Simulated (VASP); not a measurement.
# CuAu (R-3m) in VASP: settings compared, part 2 of 2

VASP 6.6.1. Earlier steps stand in the parts before.

**4. Single point, PBEsol (volume scaled by 0.94)**

The input, INCAR:

```
SYSTEM = CuAu
ALGO = Normal
EDIFF = 1E-6
ENCUT = 520
GGA = PS
ISIF = 2
ISMEAR = -1
LASPH = .True.
LCHARG = .True.
LELF = .True.
LREAL = .False.
LVHAR = .True.
LWAVE = .False.
NBANDS = 18
NELM = 80
PREC = Accurate
SIGMA = 0.05
```

The input, KPOINTS:

```
k-points
0
Gamma
  11 11 11
  0 0 0
```

The input, POSCAR:

```
CuAu
1.0
    1.4135984423      0.8161414412      4.1692857537
   -1.4135984423      0.8161414412      4.1692857537
    0.0000000000     -1.6322828824      4.1692857537
Au Cu
1 1
Direct
    0.0000000000      0.0000000000      0.0000000000
    0.5000000000      0.5000000000      0.5000000000
```

Potentials or basis: VASP PAW PBE potentials, release 64 (Au, Cu).

On the command line:

```console
$ cat potpaw_PBE.64/Au/POTCAR potpaw_PBE.64/Cu/POTCAR > POTCAR
$ mpirun -np 1 vasp_std > vasp.out
```

OUTCAR:

```text
SYSTEM = CuAu
   EDIFF = 1E-6
   ENCUT = 520
   GGA = PS
   ISIF = 2
   ISMEAR = -1
   LASPH = .True.
   LREAL = .False.
   NELM = 80
   PREC = Accurate

 ion  position               nearest neighbor table
   1  0.000  0.000  0.000-   2 2.65   2 2.65   2 2.65   2 2.65   2 2.65   2 2.65
   2  0.500  0.500  0.500-   1 2.65   1 2.65   1 2.65   1 2.65   1 2.65   1 2.65

  LATTYP: Found a trigonal (rhomboedric) cell.
 ALAT       =     4.4774201393
 COS(alpha) =     0.8006453295

  Lattice vectors:

 A1 = (   1.4135984423,   0.8161414412,   4.1692857537)
 A2 = (  -1.4135984423,   0.8161414412,   4.1692857537)
 A3 = (   0.0000000000,  -1.6322828824,   4.1692857537)

Analysis of symmetry for initial positions (statically):
=====================================================================
 Subroutine PRICEL returns:
 Original cell was already a primitive cell.

 Routine SETGRP: Setting up the symmetry group for a
 trigonal (rhombohedral) supercell.

 Subroutine GETGRP returns: Found 12 space group operations
 (whereof 12 operations were pure point group operations)
 out of a pool of 12 trial point group operations.

The static configuration has the point symmetry D_3d.

Analysis of symmetry for dynamics (positions and initial velocities):
=====================================================================
 Subroutine PRICEL returns:
 Original cell was already a primitive cell.

 Routine SETGRP: Setting up the symmetry group for a
 trigonal (rhombohedral) supercell.

 Subroutine GETGRP returns: Found 12 space group operations
 (whereof 12 operations were pure point group operations)
 out of a pool of 12 trial point group operations.

The dynamic configuration has the point symmetry D_3d.

 Subroutine INISYM returns: Found 12 space group operations
 (whereof 12 operations are pure point group operations),
 and found     1 'primitive' translations

----------------------------------------------------------------------------------------

                                     Primitive cell

  volume of cell :      28.8605

  direct lattice vectors                    reciprocal lattice vectors
     1.413598442  0.816141441  4.169285754     0.353707238  0.204212969  0.079949745
    -1.413598442  0.816141441  4.169285754    -0.353707238  0.204212969  0.079949745
     0.000000000 -1.632282882  4.169285754     0.000000000 -0.408425938  0.079949745

  length of vectors
     4.477420139  4.477420139  4.477420139     0.416177496  0.416177496  0.416177496

  position of ions in fractional coordinates (direct lattice)
     0.000000000  0.000000000  0.000000000
     0.500000000  0.500000000  0.500000000

  ion indices of the primitive-cell ions
   primitive index   ion index
                 1           1
                 2           2

----------------------------------------------------------------------------------------

 KPOINTS: k-points

Automatic generation of k-mesh.
 Grid dimensions read from file:
 generate k-points for:   11   11   11

 Generating k-lattice:

  Cartesian coordinates                     Fractional coordinates (reciprocal lattice)
     0.032155203  0.018564815  0.007268159     0.090909091  0.000000000  0.000000000
    -0.032155203  0.018564815  0.007268159     0.000000000  0.090909091  0.000000000
     0.000000000 -0.037129631  0.007268159     0.000000000  0.000000000  0.090909091

  Length of vectors
     0.037834318  0.037834318  0.037834318

  Shift w.r.t. Gamma in fractional coordinates (k-lattice)
     0.000000000  0.000000000  0.000000000

 Subroutine IBZKPT returns following result:
 ===========================================

 Found    146 irreducible k-points:

 Following reciprocal coordinates:
            Coordinates               Weight
  0.000000  0.000000  0.000000      1.000000
  0.090909  0.000000  0.000000      6.000000
  0.181818  0.000000  0.000000      6.000000
  0.272727  0.000000  0.000000      6.000000
  0.363636  0.000000  0.000000      6.000000
  0.454545 -0.000000  0.000000      6.000000
[... 16 lines left out ...]
 -0.272727  0.181818  0.000000     12.000000
 -0.181818  0.181818  0.000000      6.000000
 [... further k-points ...]
   k-points           NKPTS =    146   k-points in BZ     NKDIM =    146   number of bands    NBANDS=     18
   number of dos      NEDOS =    301   number of ions     NIONS =      2
   total plane-waves  NPLWV =  46656
   dimension x,y,z NGX =    36 NGY =   36 NGZ =   36
   dimension x,y,z NGXF=    72 NGYF=   72 NGZF=   72
   ions per type =               1   1
   NGX,Y,Z   is equivalent  to a cutoff of  13.37, 13.37, 13.37 a.u.
   NGXF,Y,Z  is equivalent  to a cutoff of  26.73, 26.73, 26.73 a.u.
 SYSTEM =  CuAu
   PREC   = accura    normal or accurate (medium, high low for compatibility)
   ISTART =      0    job   : 0-new  1-cont  2-samecut
   ICHARG =      2    charge: 1-file 2-atom 10-const
   ISPIN  =      1    spin polarized calculation?
   LNONCOLLINEAR =      F non collinear calculations
   LSORBIT =      F    spin-orbit coupling
   LASPH  =      T    aspherical Exc in radial PAW
   ENCUT  =  520.0 eV  38.22 Ry    6.18 a.u.   8.33  8.33  8.33*2*pi/ulx,y,z
   NELM   =     80;   NELMIN=  2; NELMDL= -5     # of ELM steps
   EDIFF  = 0.1E-05   stopping-criterion for ELM
   LREAL  =      F    real-space projection
   EDIFFG = 0.1E-04   stopping-criterion for IOM
   NSW    =      0    number of steps for IOM
   IBRION =     -1    ionic relax: 0-MD 1-quasi-New 2-CG
   NFREE  =      0    steps in history (QN), initial steepest desc. (CG)
   ISIF   =      2    stress and relaxation
   ISYM   =      2    0-nonsym 1-usesym 2-fastsym
   POTIM  = 0.5000    time-step for ionic-motion
   TEBEG  =    0.0;   TEEND  =   0.0 temperature during run
   PSTRESS=    0.0 pullay stress
   NELECT =      22.0000    total number of electrons
   NUPDOWN=      -1.0000    fix difference up-down
   EMIN   =  10.00;   EMAX   =-10.00  energy-range for DOS
   EFERMI =   0.00;   METHOD = LEGACY
   ISMEAR =    -1;   SIGMA  =   0.05  broadening in eV -4-tet -1-fermi 0-gaus
   EFERMI_NEDOS =   21; number of points for ismear=-14 and -15
   IALGO  =     38    algorithm
   IMIX   =      4    mixing-type and parameters
     AMIX     =   0.40;   BMIX     =  1.00
     AMIX_MAG =   1.60;   BMIX_MAG =  1.00
  volume/ion in A,a.u.               =      14.43        97.38
  Fermi-wavevector in a.u.,A,eV,Ry     =   1.495481  2.826049 30.428936  2.236464
  Thomas-Fermi vector in A             =   2.607620
   LORBIT       =      0    0 simple, 1 ext, 2 COOP (PROOUT), +10 PAW based schemes
   GGA     = PS    functional components
   LHFCALC =     F    Hartree Fock is set to
   AEXX    =    0.0000 exact exchange contribution
   IVDW    =     0    specifies the selected vdW correction
   LEPSILON=     F    determine dielectric tensor
   LRPA    =     F    only Hartree local field effects (RPA)
 non-spin polarized calculation
  energy-cutoff  :      520.00
  volume of cell :       28.86
 maximum number of plane-waves:       789
 NGX is ok and might be reduce to    36
   NGX = 17   NGY = 17   NGZ = 17

 number of electron      22.0000005 magnetization

 Free energy of the ion-electron system (eV)
  ---------------------------------------------------
  ext. energy  EPLUGINS =         0.00000000
  ---------------------------------------------------
  free energy    TOTEN  =        -8.19556592 eV

  energy without entropy =       -8.18780626  energy(sigma->0) =       -8.19168609

 E-fermi :   8.7758     XC(G=0): -12.8721

 val. band max:        8.7693025689   @ k =  -0.4545   0.2727   0.2727
 cond. band min:       8.7793727514   @ k =   0.3636   0.1818   0.1818
 fundamental gap:      0.0100701825
 Fermi energy:         8.7758088168

 k-point     1 :       0.0000    0.0000    0.0000
  band No.  band energies     occupation
      1      -1.3000      2.00000
      2       1.8561      2.00000
      3       3.6828      2.00000
      4       3.6828      2.00000
      5       4.7750      2.00000
      6       4.7750      2.00000
[... 10 lines left out ...]
     17      26.3758      0.00000
     18      29.3482      0.00000
[... 463 lines left out ...]
 k-point    24 :      -0.1818    0.1818    0.0000
  band No.  band energies     occupation
      1       1.3512      2.00000
      2       2.9153      2.00000
      3       3.2089      2.00000
      4       3.2191      2.00000
      5       4.3547      2.00000
      6       5.6629      2.00000
[... 10 lines left out ...]
     17      21.6905      0.00000
     18      28.6067      0.00000

 [... further k-points ...]

------------------------ aborting loop because EDIFF is reached ----------------------------------------

  FORCE on cell =-STRESS in cart. coord.  units (eV):
  Direction    XX          YY          ZZ          XY          YZ          ZX
  --------------------------------------------------------------------------------------
  -------------------------------------------------------------------------------------
  Total       -0.0298859     -0.0298859      0.5220327      0.0000000      0.0000000      0.0000000
  in kB       -1.6591002     -1.6591002     28.9803697      0.0000000      0.0000000      0.0000000
  external PRESSURE =       8.5540565 kB  Pullay stress =       0.0000000 kB

 VOLUME and BASIS-vectors are now :
 -----------------------------------------------------------------------------
  energy-cutoff  :      520.00
  volume of cell :       28.86
      direct lattice vectors                 reciprocal lattice vectors
     1.413598442  0.816141441  4.169285754     0.353707238  0.204212969  0.079949745
    -1.413598442  0.816141441  4.169285754    -0.353707238  0.204212969  0.079949745
     0.000000000 -1.632282882  4.169285754     0.000000000 -0.408425938  0.079949745

 POSITION                                       TOTAL-FORCE (eV/Angst)
 -----------------------------------------------------------------------------------
      0.00000      0.00000      0.00000         0.000000     -0.000000     -0.000000
      0.00000      0.00000      6.25393        -0.000000      0.000000      0.000000
 -----------------------------------------------------------------------------------
    total drift:                                0.000000     -0.000000      0.000000

  FREE ENERGIE OF THE ION-ELECTRON SYSTEM (eV)
  ---------------------------------------------------
  free  energy   TOTEN  =        -8.1955659209 eV

  energy  without entropy=       -8.1878062586  energy(sigma->0) =       -8.19168609
```

stdout:

```text
POSCAR found type information on POSCAR AuCu
 POSCAR found :  2 types and       2 ions
 scaLAPACK will be used
 -----------------------------------------------------------------------------
|                                                                             |
|                                                                             |
|     You enforced a specific xc type in the INCAR file but a different       |
|     I HOPE YOU KNOW WHAT YOU ARE DOING!                                     |
|                                                                             |
 -----------------------------------------------------------------------------

 LDA part: xc-table for (Slater+PW92), standard interpolation
 POSCAR, INCAR and KPOINTS ok, starting setup
 FFT: planning ... GRIDC
 FFT: planning ... GRID_SOFT
 FFT: planning ... GRID
 WAVECAR not read
 entering main loop
```

Wall time 73 s (1 thread of Intel Xeon 6975P-C (Granite Rapids), shared host); peak memory 0.25 GiB.

Results:

```yaml
Free_energy: -8.1956 eV
Pressure: 0.9 GPa
Band_gap_on_the_k_mesh: zero (band 11 reaches 10.80 eV, above the bottom of band 12 at 6.48 eV)
```

Caveat: the PAW data sets were made with another functional, which shifts forces and pressure a little; spin-orbit coupling is left out, which moves the levels of the heavy elements.

**5. Single point, PBEsol (volume scaled by 0.96)**

The input, INCAR:

```
ALGO = Fast
EDIFF = 1E-6
ENCUT = 520
GGA = PS
ISIF = 2
ISMEAR = -1
LASPH = T
LCHARG = T
LELF = T
LREAL = F
LVHAR = T
LWAVE = F
NBANDS = 18
NELM = 80
PREC = Accurate
SIGMA = 0.05
```

The input, KPOINTS:

```
k-points
0
Gamma
  11 11 11
```

The input, POSCAR:

```
CuAu
1.0
    1.4235536889      0.8218891055      4.1986478884
   -1.4235536889      0.8218891055      4.1986478884
    0.0000000000     -1.6437782110      4.1986478884
Au Cu
1 1
Direct
    0.0000000000      0.0000000000      0.0000000000
    0.5000000000      0.5000000000      0.5000000000
```

On the command line:

```console
$ cat potpaw_PBE.64/Au/POTCAR potpaw_PBE.64/Cu/POTCAR > POTCAR
$ mpirun -np 1 vasp_std > vasp.out
```

Wall time 2 min (1 thread of Intel Xeon 6975P-C (Granite Rapids), shared host); peak memory 0.26 GiB.

The run converged. Its results:

```yaml
Free_energy: -8.1929 eV
Pressure: -2.4 GPa
Band_gap_on_the_k_mesh: zero (band 11 reaches 10.48 eV, above the bottom of band 12 at 6.22 eV)
```

Stress tensor (GPa, compression positive):
```
-3.27  0.00  0.00
 0.00 -3.27  0.00
 0.00  0.00 -0.71
```

Levels at points of the mesh, in eV from the Fermi level:
```
           k point  band 9  band 10  band 11  band 12  band 13  band 14
(0.00, 0.00, 0.00)   -2.28    -1.61    -1.61    -0.26     4.80    14.52
```

Caveat: the PAW data sets were made with another functional, which shifts forces and pressure a little; spin-orbit coupling is left out, which moves the levels of the heavy elements.

**6. The runs side by side**

| level | potentials or basis | cell | gap on the mesh (eV) | pressure (GPa) |
| --- | --- | --- | --- | --- |
| PBEsol | VASP PAW PBE potentials, release 64 (Au, Cu) | a = 4.571 Å, angles 36.8°, 2 atoms | none | -8.0 |
| LDA | VASP PAW LDA potentials, release 64 (Au, Cu) | a = 4.477 Å, angles 36.8°, 2 atoms | none | -3.9 |
| PBEsol | VASP PAW PBE potentials, release 64 (Au, Cu) | a = 4.477 Å, angles 36.8°, 2 atoms | none | 0.9 |
| PBEsol | VASP PAW PBE potentials, release 64 (Au, Cu) | a = 4.509 Å, angles 36.8°, 2 atoms | none | -2.4 |

Alike in all rows: task single point; no spin polarisation; k mesh 11 × 11 × 11; cutoff (eV) 520; smearing fermi-dirac 0.05 eV.

Caveats: spin-orbit coupling is left out, which moves the levels of the heavy elements; the PAW data sets were made with another functional, which shifts forces and pressure a little (some runs).

Total energies depend on the potentials used, so only differences within one code and one set of settings carry meaning.
